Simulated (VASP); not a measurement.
A run of VASP 6.6.1:

INCAR

```
ALGO = Fast
EDIFF = 1E-6
ENCUT = 520
GGA = PE
ISIF = 2
ISMEAR = -1
LASPH = True
LCHARG = False
LREAL = False
LWAVE = False
NBANDS = 24
NELM = 80
PREC = Accurate
SIGMA = 0.05
```

File KPOINTS:

```
k-points
0
Gamma
  6 5 5
```

Contents of POSCAR:

```
Mg6CuSi
1.0
    4.8511850000      0.0000000000      0.0000000000
    0.0000000000      3.0951620000      5.1732030000
    0.0000000000     -3.0951620000      5.1732030000
Cu Si Mg
1 1 6
Direct
    0.5000000000      0.8333640000      0.8333640000
    0.5000000000      0.3325240000      0.3325240000
    0.0000000000      0.1694000000      0.1694000000
    0.0000000000      0.6718100000      0.6718100000
    0.0000000000      0.6663200000      0.1580540000
    0.0000000000      0.1580540000      0.6663200000
    0.5000000000      0.8337240000      0.3348070000
    0.5000000000      0.3348070000      0.8337240000
```

Potentials or basis: VASP PAW PBE potentials, release 64 (Cu, Si, Mg).

The run is started by

```bash
$ cat potpaw_PBE.64/Cu/POTCAR potpaw_PBE.64/Si/POTCAR potpaw_PBE.64/Mg/POTCAR > POTCAR
$ mpirun -np 1 vasp_std > vasp.out
```

Hardware: 1 thread of Intel Xeon 8259CL, with other jobs on the host.

Estimate the wall time of this run.

It took 4.8 min on 1 thread of Intel Xeon 8259CL, with other jobs on the host, peak memory 0.36 GiB. Counts: scf iterations 17, k points 36.
